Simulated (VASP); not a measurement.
# Al (Im-3m) in VASP: a series of runs, part 2 of 2

VASP 6.6.1. Earlier steps stand in the parts before.

## 3. Relaxation of cell and atoms, LDA

This run uses another cell than the first one, of 16.12 Å³/atom, 0.994 times its volume.

INCAR

```
SYSTEM = Al
PREC = Accurate
ENCUT = 600
EDIFF = 1E-6
ISMEAR = 0
SIGMA = 0.01
LREAL = .False.
LASPH = .True.
NELM = 60
ALGO = Normal
ISIF = 3
LWAVE = .False.
LCHARG = .False.
IBRION = 2
NSW = 80
EDIFFG = -0.02
```

KPOINTS

```
regular mesh
0
Gamma
  12 12 12
  0 0 0
```

POSCAR

```
Al
1.0
   -1.5912186900      1.5912186900      1.5912186900
    1.5912186900     -1.5912186900      1.5912186900
    1.5912186900      1.5912186900     -1.5912186900
Al
1
Direct
    0.0000000000      0.0000000000      0.0000000000
```

Potentials or basis: VASP PAW LDA potentials, release 64 (Al).

The run is started by

```
cat potpaw_LDA.64/Al/POTCAR > POTCAR
mpirun -np 1 vasp_std > vasp.out
```

OUTCAR:

```text
SYSTEM = Al
   PREC = Accurate
   ENCUT = 600
   EDIFF = 1E-6
   ISMEAR = 0
   LREAL = .False.
   LASPH = .True.
   NELM = 60
   ISIF = 3
   IBRION = 2
   NSW = 80
   EDIFFG = -0.02

 ion  position               nearest neighbor table
   1  0.000  0.000  0.000-

  LATTYP: Found a body centered cubic cell.
 ALAT       =     3.1824373800

  Lattice vectors:

 A1 = (  -1.5912186900,   1.5912186900,   1.5912186900)
 A2 = (   1.5912186900,  -1.5912186900,   1.5912186900)
 A3 = (   1.5912186900,   1.5912186900,  -1.5912186900)

Analysis of symmetry for initial positions (statically):
=====================================================================
 Subroutine PRICEL returns:
 Original cell was already a primitive cell.

 Routine SETGRP: Setting up the symmetry group for a
 body centered cubic supercell.

 Subroutine GETGRP returns: Found 48 space group operations
[... 9 lines left out ...]

 Routine SETGRP: Setting up the symmetry group for a
 body centered cubic supercell.

 Subroutine GETGRP returns: Found 48 space group operations
[... 11 lines left out ...]
                                     Primitive cell

  volume of cell :      16.1157

  direct lattice vectors                    reciprocal lattice vectors
    -1.591218690  1.591218690  1.591218690     0.000000000  0.314224565  0.314224565
     1.591218690 -1.591218690  1.591218690     0.314224565  0.000000000  0.314224565
     1.591218690  1.591218690 -1.591218690     0.314224565  0.314224565  0.000000000

  length of vectors
     2.756071617  2.756071617  2.756071617     0.444380641  0.444380641  0.444380641

  position of ions in fractional coordinates (direct lattice)
     0.000000000  0.000000000  0.000000000
[... 139 lines left out ...]
 -----------------------------------------------------------------------------
  energy-cutoff  :      600.00
  volume of cell :       16.12
      direct lattice vectors                 reciprocal lattice vectors
    -1.591218690  1.591218690  1.591218690     0.000000000  0.314224565  0.314224565
     1.591218690 -1.591218690  1.591218690     0.314224565  0.000000000  0.314224565
     1.591218690  1.591218690 -1.591218690     0.314224565  0.314224565  0.000000000

 POSITION                                       TOTAL-FORCE (eV/Angst)
 -----------------------------------------------------------------------------------
      0.00000      0.00000      0.00000         0.000000      0.000000      0.000000
 -----------------------------------------------------------------------------------
    total drift:                                0.000000      0.000000      0.000000

  FREE ENERGIE OF THE ION-ELECTRON SYSTEM (eV)
  ---------------------------------------------------
  free  energy   TOTEN  =        -4.0857363054 eV

  energy  without entropy=       -4.0856688902  energy(sigma->0) =       -4.08570260

--------------------------------------- Ionic step        2  -------------------------------------------

 number of electron       3.0000000 magnetization

 Free energy of the ion-electron system (eV)
  ---------------------------------------------------
  ext. energy  EPLUGINS =         0.00000000
  ---------------------------------------------------
  free energy    TOTEN  =        -4.08593415 eV

  energy without entropy =       -4.08586674  energy(sigma->0) =       -4.08590045

 E-fermi :   7.9221     XC(G=0): -10.4045

 val. band max:        7.8372143037   @ k =   0.3333   0.0833   0.0000
 cond. band min:       7.9259936201   @ k =   0.3333   0.2500   0.0833
 fundamental gap:      0.0887793165
 Fermi energy:         7.9221149819

 k-point     1 :       0.0000    0.0000    0.0000
  band No.  band energies     occupation
      1      -3.2495      2.00000
      2      21.2397      0.00000
      3      21.2397      0.00000
      4      21.2397      0.00000
      5      22.6051      0.00000
[... 177 lines left out ...]
 k-point    24 :       0.4167    0.0833    0.0833
  band No.  band energies     occupation
      1       3.9915      2.00000
      2       4.4541      2.00000
      3      12.9323      0.00000
      4      13.5315      0.00000
      5      21.9652      0.00000

 [... further k-points ...]
[... 5 lines left out ...]
  --------------------------------------------------------------------------------------
  -------------------------------------------------------------------------------------
  Total       -0.0075314     -0.0075314     -0.0075314     -0.0000000     -0.0000000      0.0000000
  in kB       -0.7426709     -0.7426709     -0.7426709     -0.0000000     -0.0000000      0.0000000
  external PRESSURE =      -0.7426709 kB  Pullay stress =       0.0000000 kB

 VOLUME and BASIS-vectors are now :
 -----------------------------------------------------------------------------
  energy-cutoff  :      600.00
  volume of cell :       16.25
      direct lattice vectors                 reciprocal lattice vectors
    -1.595545077  1.595545077  1.595545077     0.000000000  0.313372532  0.313372532
     1.595545077 -1.595545077  1.595545077     0.313372532  0.000000000  0.313372532
     1.595545077  1.595545077 -1.595545077     0.313372532  0.313372532  0.000000000

 POSITION                                       TOTAL-FORCE (eV/Angst)
 -----------------------------------------------------------------------------------
      0.00000      0.00000      0.00000         0.000000     -0.000000     -0.000000
 -----------------------------------------------------------------------------------
    total drift:                                0.000000     -0.000000      0.000000

  FREE ENERGIE OF THE ION-ELECTRON SYSTEM (eV)
  ---------------------------------------------------
  free  energy   TOTEN  =        -4.0859341545 eV

  energy  without entropy=       -4.0858667393  energy(sigma->0) =       -4.08590045

 reached required accuracy - stopping structural energy minimisation
```

OSZICAR:

```text
N       E                     dE             d eps       ncg     rms          rms(c)
DAV:   1    -0.150580103124E+01   -0.15058E+01   -0.90425E+02   755   0.371E+02
DAV:   2    -0.408970210079E+01   -0.25839E+01   -0.23306E+01   900   0.329E+01
DAV:   3    -0.411605113085E+01   -0.26349E-01   -0.26334E-01  1030   0.382E+00
DAV:   4    -0.411611842767E+01   -0.67297E-04   -0.67297E-04  1040   0.163E-01
DAV:   5    -0.411611862397E+01   -0.19630E-06   -0.19642E-06  1005   0.488E-03    0.134E+00
DAV:   6    -0.409750987331E+01    0.18609E-01   -0.29812E-03   920   0.336E-01    0.747E-01
DAV:   7    -0.408576013863E+01    0.11750E-01   -0.73771E-03   895   0.519E-01    0.159E-01
DAV:   8    -0.408573639055E+01    0.23748E-04   -0.42607E-05  1140   0.607E-02    0.107E-02
DAV:   9    -0.408573630540E+01    0.85157E-07   -0.12167E-07   925   0.255E-03
   1 F= -.40857363E+01 E0= -.40857026E+01  d E =-.408574E+01
       N       E                     dE             d eps       ncg     rms          rms(c)
DAV:   1    -0.408596891878E+01   -0.23253E-03   -0.35355E-03   950   0.366E-01    0.472E-02
DAV:   2    -0.408594820609E+01    0.20713E-04   -0.24435E-05   905   0.446E-02    0.187E-02
DAV:   3    -0.408593470949E+01    0.13497E-04   -0.60949E-06   940   0.147E-02    0.542E-03
DAV:   4    -0.408593415448E+01    0.55501E-06   -0.31465E-07   585   0.349E-03
   2 F= -.40859342E+01 E0= -.40859004E+01  d E =-.197849E-03
```

CONTCAR:

```text
Al
   1.00000000000000
    -1.5955450765506591    1.5955450765506591    1.5955450765506591
     1.5955450765506591   -1.5955450765506591    1.5955450765506591
     1.5955450765506591    1.5955450765506591   -1.5955450765506591
  Al
     1
Direct
     0.0000000000000000    0.0000000000000000    0.0000000000000000

  0.00000000E+00  0.00000000E+00  0.00000000E+00
```

Run time: 15 s. Hardware: 1 thread of AMD EPYC 7R13, shared host; peak memory 0.09 GiB.

What came out:

* Free energy: -4.0859 eV
* Relaxed volume: 16.25 Å³/atom
* Relaxed cell: a = 2.764 Å, b = 2.764 Å, c = 2.764 Å, α = 109.47°, β = 109.47°, γ = 109.47°
* Space group after relaxing (to 0.05 Å): Im-3m (No. 229)
* Energy gained by relaxing: 0.2 meV/atom
* Ionic steps: 2
* Pressure after relaxing: -0.1 GPa

Step by step:
| step | energy change (eV) | largest force (eV/Å) | pressure (GPa) | volume (Å³) |
| --- | --- | --- | --- | --- |
| 1 | 0.0000 | 0.0000 | 0.56 | 16.12 |
| 2 | -0.0002 | 0.0000 | -0.07 | 16.25 |

Final structure:
```
CELL_PARAMETERS angstrom
-1.59555 1.59555 1.59555
1.59555 -1.59555 1.59555
1.59555 1.59555 -1.59555
ATOMIC_POSITIONS crystal
Al 0.00000 0.00000 0.00000
```

## 4. Single point, revPBE+D3(BJ)

This run uses another cell than the first one, of 15.73 Å³/atom, 0.970 times its volume.

INCAR

```
SYSTEM = Al
PREC = Accurate
ENCUT = 520
EDIFF = 1E-7
ISMEAR = -1
SIGMA = 0.05
LREAL = .False.
LASPH = .True.
NELM = 80
ALGO = Normal
ISIF = 2
LWAVE = .False.
LCHARG = .False.
GGA = RE
IVDW = 12
NBANDS = 8
```

KPOINTS

```
Automatic mesh
0
Gamma
  12 12 12
  0 0 0
```

POSCAR

```
Al
1.0
   -1.5783548882      1.5783548882      1.5783548882
    1.5783548882     -1.5783548882      1.5783548882
    1.5783548882      1.5783548882     -1.5783548882
Al
1
Direct
    0.0000000000      0.0000000000      0.0000000000
```

Potentials or basis: VASP PAW PBE potentials, release 64 (Al).

The run is started by

```
cat potpaw_PBE.64/Al/POTCAR > POTCAR
mpirun -np 1 vasp_std > vasp.out
```

Run time: 8 s. Hardware: 1 thread of AMD EPYC 7R43 (Zen 3), shared host; peak memory 0.09 GiB.

It converged, with:

```yaml
Free_energy: -4.0966 eV
Pressure: -0.2 GPa
Dispersion_energy_per_atom: -0.670 eV
```

Levels at points of the mesh, in eV from the Fermi level:
```tsv
k point	band 1	band 2	band 3	band 4
(0.00, 0.00, 0.00)	-11.47	13.55	13.55	13.55
(0.50, 0.00, 0.00)	-4.52	-3.90	8.36	8.59
(0.50, 0.50, 0.50)	1.96	1.96	1.96	2.87
```

Caveat: the PAW data sets were made with another functional, which shifts forces and pressure a little; pairwise dispersion overbinds metals, which lowers pressure and volume.

## 5. Single point, RPBE+D4

This run uses another cell than the first one, of 15.92 Å³/atom, 0.982 times its volume.

INCAR

```
PREC = Accurate
ENCUT = 520
EDIFF = 1E-6
ISMEAR = -1
SIGMA = 0.05
LREAL = False
LASPH = True
NELM = 80
ALGO = Fast
ISIF = 2
LWAVE = False
LCHARG = False
GGA = RP
IVDW = 13
NBANDS = 8
```

KPOINTS

```
regular mesh
0
Gamma
  12 12 12
```

POSCAR

```
Al
1.0
   -1.5847030414      1.5847030414      1.5847030414
    1.5847030414     -1.5847030414      1.5847030414
    1.5847030414      1.5847030414     -1.5847030414
Al
1
Direct
    0.0000000000      0.0000000000      0.0000000000
```

Potentials or basis: VASP PAW PBE potentials, release 64 (Al).

The run is started by

```
cat potpaw_PBE.64/Al/POTCAR > POTCAR
mpirun -np 1 vasp_std > vasp.out
```

OUTCAR:

```text
PREC = Accurate
   ENCUT = 520
   EDIFF = 1E-6
   ISMEAR = -1
   LREAL = False
   LASPH = True
   NELM = 80
   ISIF = 2
   GGA = RP
   IVDW = 13

 ion  position               nearest neighbor table
   1  0.000  0.000  0.000-

  LATTYP: Found a body centered cubic cell.
 ALAT       =     3.1694060828

  Lattice vectors:

 A1 = (  -1.5847030414,   1.5847030414,   1.5847030414)
 A2 = (   1.5847030414,  -1.5847030414,   1.5847030414)
 A3 = (   1.5847030414,   1.5847030414,  -1.5847030414)

Analysis of symmetry for initial positions (statically):
=====================================================================
 Subroutine PRICEL returns:
 Original cell was already a primitive cell.

 Routine SETGRP: Setting up the symmetry group for a
 body centered cubic supercell.

 Subroutine GETGRP returns: Found 48 space group operations
[... 9 lines left out ...]

 Routine SETGRP: Setting up the symmetry group for a
 body centered cubic supercell.

 Subroutine GETGRP returns: Found 48 space group operations
[... 11 lines left out ...]
                                     Primitive cell

  volume of cell :      15.9186

  direct lattice vectors                    reciprocal lattice vectors
    -1.584703041  1.584703041  1.584703041     0.000000000  0.315516527  0.315516527
     1.584703041 -1.584703041  1.584703041     0.315516527  0.000000000  0.315516527
     1.584703041  1.584703041 -1.584703041     0.315516527  0.315516527  0.000000000

  length of vectors
     2.744786183  2.744786183  2.744786183     0.446207752  0.446207752  0.446207752

  position of ions in fractional coordinates (direct lattice)
     0.000000000  0.000000000  0.000000000

  ion indices of the primitive-cell ions
   primitive index   ion index
                 1           1

----------------------------------------------------------------------------------------

 KPOINTS: regular mesh
[... 86 lines left out ...]
   IMIX   =      4    mixing-type and parameters
     AMIX     =   0.40;   BMIX     =  1.00
     AMIX_MAG =   1.60;   BMIX_MAG =  1.00
  volume/ion in A,a.u.               =      15.92       107.42
  Fermi-wavevector in a.u.,A,eV,Ry     =   0.938600  1.773697 11.986332  0.880971
  Thomas-Fermi vector in A             =   2.065828
   LORBIT       =      0    0 simple, 1 ext, 2 COOP (PROOUT), +10 PAW based schemes
   GGA     = RP    functional components
   LHFCALC =     F    Hartree Fock is set to
   AEXX    =    0.0000 exact exchange contribution
   IVDW    =    13    specifies the selected vdW correction
   LEPSILON=     F    determine dielectric tensor
   LRPA    =     F    only Hartree local field effects (RPA)
 non-spin polarized calculation
 RMM-DIIS sequential band-by-band and
  energy-cutoff  :      520.00
  volume of cell :       15.92
 maximum number of plane-waves:       442
   NGX = 11   NGY = 11   NGZ = 11

 number of electron       3.0000000 magnetization

 Free energy of the ion-electron system (eV)
  ---------------------------------------------------
  ext. energy  EPLUGINS =         0.00000000
  ---------------------------------------------------
  free energy    TOTEN  =        -3.38563388 eV

  energy without entropy =       -3.38136162  energy(sigma->0) =       -3.38349775

 E-fermi :   8.4744     XC(G=0): -10.2757

 val. band max:        8.3674622417   @ k =   0.3333   0.0833  -0.0000
 cond. band min:       8.4921676535   @ k =  -0.4167  -0.4167   0.2500
 fundamental gap:      0.1247054118
 Fermi energy:         8.4744442415

 k-point     1 :       0.0000    0.0000    0.0000
  band No.  band energies     occupation
      1      -2.9090      2.00000
      2      21.9542      0.00000
      3      21.9542      0.00000
      4      21.9542      0.00000
      5      23.8578      0.00000
      6      23.8578      0.00000
      7      23.8578      0.00000
      8      25.0546      0.00000
[... 243 lines left out ...]
 k-point    24 :       0.4167    0.0833    0.0833
  band No.  band energies     occupation
      1       4.3803      2.00000
      2       4.9941      2.00000
      3      13.4650      0.00000
      4      14.3317      0.00000
      5      22.7513      0.00000
      6      23.3823      0.00000
      7      29.8488      0.00000
      8      31.2956      0.00000

 [... further k-points ...]

------------------------ aborting loop because EDIFF is reached ----------------------------------------

  DFT-D4 for vdW energy calculation

  Edisp (eV):   -0.68133

  FORCE on cell =-STRESS in cart. coord.  units (eV):
  Direction    XX          YY          ZZ          XY          YZ          ZX
  --------------------------------------------------------------------------------------
  -------------------------------------------------------------------------------------
  Total      -0.02282    -0.02282    -0.02282    -0.00000     0.00000    -0.00000
  in kB      -2.29661    -2.29661    -2.29661    -0.00000     0.00000    -0.00000
  external pressure =       -2.30 kB  Pullay stress =        0.00 kB

 VOLUME and BASIS-vectors are now :
 -----------------------------------------------------------------------------
  energy-cutoff  :      520.00
  volume of cell :       15.92
      direct lattice vectors                 reciprocal lattice vectors
    -1.584703041  1.584703041  1.584703041     0.000000000  0.315516527  0.315516527
     1.584703041 -1.584703041  1.584703041     0.315516527  0.000000000  0.315516527
     1.584703041  1.584703041 -1.584703041     0.315516527  0.315516527  0.000000000

 POSITION                                       TOTAL-FORCE (eV/Angst)
 -----------------------------------------------------------------------------------
      0.00000      0.00000      0.00000         0.000000     -0.000000     -0.000000
 -----------------------------------------------------------------------------------
    total drift:                                0.000000     -0.000000      0.000000

  FREE ENERGIE OF THE ION-ELECTRON SYSTEM (eV)
  ---------------------------------------------------
  free  energy   TOTEN  =        -4.0669684579 eV

  energy  without entropy=       -4.0626961906  energy(sigma->0) =       -4.06483232
```

stdout:

```text
POSCAR found type information on POSCAR Al
 POSCAR found :  1 types and       1 ions
 scaLAPACK will be used
 -----------------------------------------------------------------------------
|                                                                             |
|                                                                             |
|     You enforced a specific xc type in the INCAR file but a different       |
|     I HOPE YOU KNOW WHAT YOU ARE DOING!                                     |
|                                                                             |
 -----------------------------------------------------------------------------

 LDA part: xc-table for (Slater+PW92), standard interpolation
 POSCAR, INCAR and KPOINTS ok, starting setup
 FFT: planning ... GRIDC
 FFT: planning ... GRID_SOFT
 FFT: planning ... GRID
 WAVECAR not read
 entering main loop
```

Run time: 9.6 s. Hardware: 1 thread of AMD EPYC 7R43 (Zen 3), shared host; peak memory 0.08 GiB.

What came out:

| Property | Result |
| --- | --- |
| Free energy | -4.0670 eV |
| Pressure | -0.2 GPa |
| Dispersion energy per atom | -0.681 eV |

Caveat: the PAW data sets were made with another functional, which shifts forces and pressure a little; pairwise dispersion overbinds metals, which lowers pressure and volume.

## 6. Overview

```tsv
task	level	potentials or basis	cell	cutoff (eV)	smearing	gap on the mesh (eV)	pressure (GPa)
single point	LDA	VASP PAW LDA potentials, release 64 (Al)	a = 2.762 Å, angles 109.5°, 1 atom	520	gaussian 0.01 eV	none	0.1
relaxation of cell and atoms	LDA	VASP PAW LDA potentials, release 64 (Al)	relaxed from a = 2.756 Å, angles 109.5°, 1 atom	600	gaussian 0.01 eV	none	-0.1
single point	revPBE+D3(BJ)	VASP PAW PBE potentials, release 64 (Al)	a = 2.734 Å, angles 109.5°, 1 atom	520	fermi-dirac 0.05 eV	none	-0.2
single point	RPBE+D4	VASP PAW PBE potentials, release 64 (Al)	a = 2.745 Å, angles 109.5°, 1 atom	520	fermi-dirac 0.05 eV	none	-0.2
```

Alike in all rows: no spin polarisation; k mesh 12 × 12 × 12.

Caveats: the PAW data sets were made with another functional, which shifts forces and pressure a little (some runs); pairwise dispersion overbinds metals, which lowers pressure and volume (some runs).

Total energies depend on the potentials used, so only differences within one code and one set of settings carry meaning.
